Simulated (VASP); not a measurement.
Crystal: C.

```xyz
4
Lattice="2.4700 0.0000 0.0000 -1.2350 2.1391 0.0000 0.0000 0.0000 6.7900" Properties=species:S:1:pos:R:3 pbc="T T T"
C     0.0000    0.0000    0.0000
C     0.0000    0.0000    3.3950
C     0.0000    1.4261    0.0340
C     1.2350    0.7130    3.4289
```

Base run:

| Item | Value |
| --- | --- |
| Program | VASP 6.6.1 |
| Functional | PBEsol |
| Potentials or basis | VASP PAW PBE potentials, release 64 (C) |
| Cutoff | 520 eV |
| k mesh | 12 × 12 × 4 |
| Occupations | fermi-dirac, width 0.1 eV |
| Spin | no spin polarisation |

Its results: band gap on the k mesh zero (band 8 reaches 4.45 eV, above the bottom of band 9 at 4.43 eV); pressure -2.8 GPa; largest force 0.569 eV/Å.

**Question.** The run is repeated on the same cell with these changes: functional from PBEsol to r2SCAN. What comes out?

**Answer.** Band gap on the k mesh zero (band 8 reaches 4.48 eV, above the bottom of band 9 at 4.45 eV); pressure -3.8 GPa; largest force 0.587 eV/Å.

Caveats: the PAW data sets were made with another functional, which shifts forces and pressure a little; this functional lacks dispersion, which binds the layers, so the pressure and a relaxed spacing across them are unreliable (some runs).
